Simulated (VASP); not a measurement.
Crystal: Lu.

```xyz
1
Lattice="0.0000 2.4523 2.4523 2.4523 0.0000 2.4523 2.4523 2.4523 0.0000" Properties=species:S:1:pos:R:3 pbc="T T T"
Lu    0.0000    0.0000    0.0000
```

```yaml
Program: VASP 6.6.1
Task: relaxation of cell and atoms
Functional: LDA
Potentials_or_basis: VASP PAW PBE potentials, release 64 (Lu)
Cutoff: 600 eV
k_mesh: 11 × 11 × 11
Occupations: fermi-dirac, width 0.1 eV
Spin: no spin polarisation
```

At the start: pressure -5.4 GPa; volume 29.50 Å³/atom.

Problem. Where does the relaxation end?

Solution. Over 6 steps the energy falls by 70.9 meV/atom and the volume is 25.79 Å³/atom (-12.6 %); space group Fm-3m (No. 225, to 0.05 Å).

The path:
```csv
step,energy change (eV),largest force (eV/Å),pressure (GPa),volume (Å³)
1,0.0000,0.0000,-5.45,29.50
2,-0.0700,0.0000,1.70,25.42
3,-0.0706,0.0000,-0.28,25.98
4,-0.0708,0.0000,-0.20,25.90
5,-0.0708,0.0000,0.14,25.72
6,-0.0709,0.0000,-0.06,25.79
```

Final structure:
```
Lu
1.0
     0.00000    2.34505    2.34505
     2.34505    0.00000    2.34505
     2.34505    2.34505    0.00000
Lu
1
Cartesian
  0.0000 0.0000 0.0000
```

Caveat: the PAW data sets were made with another functional, which shifts forces and pressure a little.
